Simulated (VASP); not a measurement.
# AlN (Cm) in VASP: further runs, part 2 of 2

VASP 6.6.1. Earlier steps stand in the parts before.

## 4. Single point, PBE (atom 1 (Al) moved by (-0.225, -0.450) A along [1 1 0] and z)

File INCAR:

```
SYSTEM = AlN
  ALGO = Normal
  EDIFF = 1E-6
  ENCUT = 520
  GGA = PE
  ISIF = 2
  ISMEAR = 0
  LASPH = .True.
  LCHARG = .False.
  LREAL = .False.
  LWAVE = .False.
  NBANDS = 11
  NELM = 60
  PREC = Accurate
  SIGMA = 0.05
```

File KPOINTS:

```
k-points
0
Gamma
  10 10 10
  0 0 0
```

File POSCAR:

```
AlN
1.0
    0.0000000000      2.1839935596      2.1839935596
    2.1839935596      0.0000000000      2.1839935596
    2.1839935596      2.1839935596      0.0000000000
Al N
1 1
Direct
   -0.1030222818     -0.1030222818      0.0301745277
    0.7500000000      0.7500000000      0.7500000000
```

Launch:

```bash
> cat potpaw_PBE.64/Al/POTCAR potpaw_PBE.64/N/POTCAR > POTCAR
> mpirun -np 1 vasp_std > vasp.out
```

Wall time 21 s (1 thread of Intel Xeon 6975P-C (Granite Rapids), shared host); peak memory 0.18 GiB.

Results (log left out):

* Free energy: -11.9228 eV
* Pressure: 50.9 GPa
* Largest force: 17.349 eV/Å
* Band gap on the k mesh: 2.52 eV, indirect (least direct gap 3.06 eV)

Forces in eV/Å, atoms in the order of the input:
```
Al   10.503  10.503   8.964
N   -10.503 -10.503  -8.964
```

Stress tensor (GPa, compression positive):
```
66.64 67.25 43.14
67.25 66.64 43.14
43.14 43.14 19.36
```

Levels at points of the mesh, in eV from the valence-band top:
```csv
k point,band 2,band 3,band 4,band 5,band 6,band 7
"(0.00, 0.00, 0.00)",-1.89,-0.52,0.00,3.06,11.85,11.92
"(0.50, 0.00, 0.00)",-6.20,-2.09,-0.77,6.13,8.86,10.21
"(0.00, 0.00, 0.50)",-6.62,-1.48,-0.61,5.74,8.50,9.95
"(0.50, 0.50, 0.50)",-6.76,-1.01,-0.59,5.92,8.16,10.45
"(0.50, 0.50, 0.00)",-5.53,-3.08,-1.96,2.79,7.84,12.08
"(0.00, 0.50, 0.50)",-5.61,-2.34,-2.16,2.52,6.93,11.80
```

Caveat: the cell differs from its parent crystal (atom 1 (Al) moved by (-0.225, -0.450) A along [1 1 0] and z); forces of over 1 eV/Å act on the atoms, so gaps and moduli don't describe the material at rest.

## 5. Single point, PBE (atom 1 (Al) moved by (-0.225, +0.000) A along [1 1 0] and z)

File INCAR:

```
  ALGO = Normal
  EDIFF = 1E-6
  ENCUT = 520
  GGA = PE
  ISIF = 2
  ISMEAR = 0
  LASPH = T
  LCHARG = T
  LELF = T
  LREAL = F
  LVHAR = T
  LWAVE = F
  NBANDS = 11
  NELM = 60
  PREC = Accurate
  SIGMA = 0.05
```

File KPOINTS:

```
k-points
0
Gamma
  10 10 10
```

POSCAR: that of step 4 with these lines changed.

```diff
@@ -8,3 +8,3 @@
 Direct
-   -0.1030222818     -0.1030222818      0.0301745277
+    0.0000000000      0.0000000000     -0.0728477541
     0.7500000000      0.7500000000      0.7500000000
```

Launch:

```bash
> cat potpaw_PBE.64/Al/POTCAR potpaw_PBE.64/N/POTCAR > POTCAR
> mpirun -np 1 vasp_std > vasp.out
```

It took 24 s on 1 thread of Intel Xeon 6975P-C (Granite Rapids), shared host; peak memory 0.18 GiB.

It converged, with:

```
Free energy            : -14.4522 eV
Pressure               : 11.1 GPa
Largest force          : 3.947 eV/Å
Band gap on the k mesh : 2.74 eV, indirect (least direct gap 3.55 eV)
```

Forces in eV/Å, atoms in the order of the input:
```
Al   2.543  2.543  1.625
N   -2.543 -2.543 -1.625
```

Stress tensor (GPa, compression positive):
```
 9.20  7.31 13.12
 7.31  9.20 13.12
13.12 13.12 15.01
```

Levels at points of the mesh, in eV from the valence-band top:
| k point | band 1 | band 2 | band 3 | band 4 | band 5 | band 6 | band 7 | band 8 |
| --- | --- | --- | --- | --- | --- | --- | --- | --- |
| (0.00, 0.00, 0.00) | -15.53 | -1.13 | -0.54 | 0.00 | 3.55 | 11.99 | 12.01 | 12.17 |
| (0.50, 0.00, 0.00) | -13.49 | -6.39 | -1.41 | -0.61 | 6.65 | 9.18 | 10.39 | 11.05 |
| (0.00, 0.00, 0.50) | -13.54 | -6.14 | -1.52 | -1.02 | 6.92 | 9.37 | 10.31 | 10.78 |
| (0.50, 0.50, 0.50) | -13.45 | -6.60 | -0.98 | -0.57 | 6.57 | 9.00 | 10.62 | 10.91 |
| (0.50, 0.50, 0.00) | -12.86 | -5.47 | -2.29 | -2.20 | 2.74 | 7.78 | 13.10 | 15.30 |
| (0.00, 0.50, 0.50) | -12.86 | -5.45 | -2.58 | -2.02 | 2.79 | 7.95 | 13.11 | 15.18 |

Caveat: the cell differs from its parent crystal (atom 1 (Al) moved by (-0.225, +0.000) A along [1 1 0] and z); forces of over 1 eV/Å act on the atoms, so gaps and moduli don't describe the material at rest. A k mesh can miss the band edges.

## 6. Single point, PBE (atom 1 (Al) moved by (-0.225, +0.450) A along [1 1 0] and z)

File INCAR:

```
SYSTEM = AlN
ALGO = Normal
EDIFF = 1E-7
ENCUT = 520
GGA = PE
ISIF = 2
ISMEAR = 0
LASPH = .TRUE.
LCHARG = .TRUE.
LELF = .TRUE.
LREAL = .FALSE.
LVHAR = .TRUE.
LWAVE = .FALSE.
NBANDS = 11
NELM = 60
PREC = Accurate
SIGMA = 0.05
```

File KPOINTS:

```
k-points
0
G
  10 10 10
  0 0 0
```

POSCAR: that of step 5 with these lines changed.

```diff
@@ -8,3 +8,3 @@
 Direct
-    0.0000000000      0.0000000000     -0.0728477541
+    0.1030222818      0.1030222818     -0.1758700359
     0.7500000000      0.7500000000      0.7500000000
```

Potentials or basis: VASP PAW PBE potentials, release 64 (Al, N).

Launch:

```bash
> cat potpaw_PBE.64/Al/POTCAR potpaw_PBE.64/N/POTCAR > POTCAR
> mpirun -np 1 vasp_std > vasp.out
```

OUTCAR:

```text
SYSTEM = AlN
   EDIFF = 1E-7
   ENCUT = 520
   GGA = PE
   ISIF = 2
   ISMEAR = 0
   LASPH = .TRUE.
   LREAL = .FALSE.
   NELM = 60
   PREC = Accurate

 ion  position               nearest neighbor table
   1  0.103  0.103  0.824-   2 1.69   2 1.69   2 2.03   2 2.35
   2  0.750  0.750  0.750-   1 1.69   1 1.69   1 2.03   1 2.35

  LATTYP: Found a face centered cubic cell.
 ALAT       =     4.3679871192

  Lattice vectors:

 A1 = (   0.0000000000,   2.1839935596,   2.1839935596)
 A2 = (   2.1839935596,   0.0000000000,   2.1839935596)
 A3 = (   2.1839935596,   2.1839935596,   0.0000000000)

Analysis of symmetry for initial positions (statically):
=====================================================================
 Subroutine PRICEL returns:
 Original cell was already a primitive cell.

 Routine SETGRP: Setting up the symmetry group for a
 face centered cubic supercell.

 Subroutine GETGRP returns: Found  2 space group operations
 (whereof  2 operations were pure point group operations)
 out of a pool of 48 trial point group operations.

The static configuration has the point symmetry C_1h.

Analysis of symmetry for dynamics (positions and initial velocities):
[... 166 lines left out ...]
 k-point     1 :       0.0000    0.0000    0.0000
  band No.  band energies     occupation
      1      -9.0539      2.00000
      2       4.8613      2.00000
      3       5.8996      2.00000
      4       7.0482      2.00000
      5       9.6288      0.00000
      6      18.5020      0.00000
      7      18.5358      0.00000
      8      18.9890      0.00000
      9      23.1782      0.00000
     10      23.3003      0.00000
     11      23.3551      0.00000
[... 309 lines left out ...]
 k-point    24 :       0.1000   -0.1000   -0.1000
  band No.  band energies     occupation
      1      -8.5282      2.00000
      2       3.3794      2.00000
      3       5.5937      2.00000
      4       6.3375      2.00000
      5      11.2331      0.00000
      6      16.4336      0.00000
      7      18.2195      0.00000
      8      19.5887      0.00000
      9      20.4216      0.00000
     10      23.6476      0.00000
     11      25.0429      0.00000

 [... further k-points ...]
[... 5 lines left out ...]
  --------------------------------------------------------------------------------------
  -------------------------------------------------------------------------------------
  Total        4.8253457      4.8253457      0.2632792     -4.2841610      0.0596613      0.0596613
  in kB      371.0692449    371.0692449     20.2461804   -329.4521225      4.5879571      4.5879557
  external PRESSURE =     254.1282234 kB  Pullay stress =       0.0000000 kB

 VOLUME and BASIS-vectors are now :
 -----------------------------------------------------------------------------
  energy-cutoff  :      520.00
  volume of cell :       20.83
      direct lattice vectors                 reciprocal lattice vectors
     0.000000000  2.183993560  2.183993560    -0.228938404  0.228938404  0.228938404
     2.183993560  0.000000000  2.183993560     0.228938404 -0.228938404  0.228938404
     2.183993560  2.183993560  0.000000000     0.228938404  0.228938404 -0.228938404

 POSITION                                       TOTAL-FORCE (eV/Angst)
 -----------------------------------------------------------------------------------
      2.02489      2.02489      0.45000        -0.478608     -0.478608     -4.593365
      3.27599      3.27599      3.27599         0.478608      0.478608      4.593365
 -----------------------------------------------------------------------------------
    total drift:                                0.000008      0.000008      0.000057

  FREE ENERGIE OF THE ION-ELECTRON SYSTEM (eV)
  ---------------------------------------------------
  free  energy   TOTEN  =       -13.5879642648 eV

  energy  without entropy=      -13.5879642648  energy(sigma->0) =      -13.58796426
```

stdout:

```text
POSCAR found type information on POSCAR AlN
 POSCAR found :  2 types and       2 ions
 scaLAPACK will be used
 LDA part: xc-table for (Slater+PW92), standard interpolation
 POSCAR, INCAR and KPOINTS ok, starting setup
 FFT: planning ... GRIDC
 FFT: planning ... GRID_SOFT
 FFT: planning ... GRID
 WAVECAR not read
 entering main loop
```

It took 28 s on 1 thread of Intel Xeon 6975P-C (Granite Rapids), shared host; peak memory 0.18 GiB.

Results:

```yaml
Free_energy: -13.5880 eV
Pressure: 25.4 GPa
Largest_force: 4.643 eV/Å
Band_gap_on_the_k_mesh: 2.10 eV, indirect (least direct gap 2.58 eV)
```

Forces in eV/Å, atoms in the order of the input:
```
Al  -0.479 -0.479 -4.593
N    0.479  0.479  4.593
```

Stress tensor (GPa, compression positive):
```
 37.11 -32.95   0.46
-32.95  37.11   0.46
  0.46   0.46   2.02
```

Levels at points of the mesh, in eV from the valence-band top:
```
           k point  band 1  band 2  band 3  band 4  band 5  band 6  band 7  band 8
(0.00, 0.00, 0.00)  -16.10   -2.19   -1.15    0.00    2.58   11.45   11.49   11.94
(0.50, 0.00, 0.00)  -14.01   -7.23   -1.77   -0.73    5.46    7.90    9.93   11.06
(0.00, 0.00, 0.50)  -14.18   -6.41   -2.63   -1.52    6.25    8.63    9.89   10.11
(0.50, 0.50, 0.50)  -14.11   -6.83   -2.58   -0.66    5.51    8.36   10.44   10.55
(0.50, 0.50, 0.00)  -13.48   -5.97   -3.70   -2.24    2.37    7.38   11.93   14.56
(0.00, 0.50, 0.50)  -13.45   -6.11   -2.93   -2.36    2.10    6.49   11.72   14.89
```

Caveat: the cell differs from its parent crystal (atom 1 (Al) moved by (-0.225, +0.450) A along [1 1 0] and z); forces of over 1 eV/Å act on the atoms, so gaps and moduli don't describe the material at rest.
